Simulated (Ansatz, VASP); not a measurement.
# Two plane-wave programs on W

```
W
1.0
    -1.56872    1.56872    1.56872
     1.56872   -1.56872    1.56872
     1.56872    1.56872   -1.56872
W
1
Direct
  0.00000 0.00000 0.00000
```

Alike in both runs: functional LDA; k mesh 8 × 8 × 8; occupations gaussian, width 0.1 eV; no spin polarisation.

Ansatz relaxed the structure, and its values are those at the end. VASP's run is a single point on that final structure, the one shown.

|  | VASP | Ansatz |
| --- | --- | --- |
| version | VASP 6.6.1 | Ansatz 0.2.0 |
| potentials or method | VASP PAW LDA potentials, release 64 (W_sv), cutoff 520 eV | scalar-relativistic, plane waves, PAW |
| valence electrons in the cell | 14 | 14 |

Ansatz gave:

* gap on the k mesh at the Fermi level (eV): none
* pressure (GPa): 0.1

Problem. Estimate VASP's values.

Solution. gap on the k mesh at the Fermi level (eV): none; pressure (GPa): 2.1.

LDA's correlation is that of Perdew and Zunger in VASP and of Perdew and Wang (1992) in Ansatz. A gap of «none» marks a metal or a gap that the smearing closes.

Neither program's run includes spin-orbit coupling.
